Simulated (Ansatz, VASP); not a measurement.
## Two plane-wave programs on TePt

File INCAR:

```
  PREC = Accurate
  ENCUT = 600
  EDIFF = 1E-7
  ISMEAR = -1
  SIGMA = 0.03
  LREAL = False
  LASPH = True
  NELM = 100
  ALGO = Normal
  ISIF = 3
  LWAVE = False
  LCHARG = False
  GGA = PE
  IBRION = 2
  NSW = 100
  EDIFFG = -0.005
```

The input KPOINTS:

```
Automatic mesh
0
Gamma
  9 9 5
```

File POSCAR:

```
TePt
1.0
    4.4767114002      0.0000000000      0.0000000000
   -2.2383557001      3.8769457980      0.0000000000
    0.0000000000      0.0000000000      7.2970395824
Pt Te
2 2
Direct
    0.3333333333      0.6666666667      0.0000000000
    0.6666666667      0.3333333333      0.5000000000
    0.3333333333      0.6666666667      0.3760000000
    0.6666666667      0.3333333333      0.8760000000
```

Input for Ansatz:

```yaml
crystal:
  lattice:
    - [4.4767114002, 0.0, 0.0]
    - [-2.2383557001, 3.876945798, 0.0]
    - [0.0, 0.0, 7.2970395824]
  atoms:
    - { symbol: Pt, position: [0.3333333333, 0.6666666667, 0.0] }
    - { symbol: Pt, position: [0.6666666667, 0.3333333333, 0.5] }
    - { symbol: Te, position: [0.3333333333, 0.6666666667, 0.376] }
    - { symbol: Te, position: [0.6666666667, 0.3333333333, 0.876] }
kpoints:
  mp_grid: { grid: [9, 9, 5] }
scf:
  occupations: { method: fermi_dirac, width: 0.03 }
hamiltonian:
  xc: pbe
  pseudopotentials: { kind: paw }
output:
  forces: true
  stress: true
relax:
  f_tol: 0.005
  max_steps: 80
  cell: {}
```

Alike in both runs: task relaxation of cell and atoms; functional PBE; k mesh 9 × 9 × 5; occupations fermi-dirac, width 0.03 eV; no spin polarisation.

|  | VASP | Ansatz |
| --- | --- | --- |
| version | VASP 6.6.1 | Ansatz 0.2.0 |
| potentials or method | VASP PAW PBE potentials, release 64 (Pt, Te) | PAW with Ansatz's default frozen-core files, scalar-relativistic |
| plane-wave cutoff (eV) | 600 | 420 |
| valence electrons in the cell | 32 | 68 |

|  | VASP | Ansatz | Ansatz less VASP |
| --- | --- | --- | --- |
| relaxed volume (Å³/atom) | 27.16 | 27.22 | +0.061 |
| relaxed cell length with the largest relative difference (Å) | 7.412 | 7.418 | +0.0064 |

VASP's potentials hold 32 valence electrons a cell and Ansatz's 68, so a difference there can come from the potentials and not from the codes.

Neither program's run includes spin-orbit coupling.
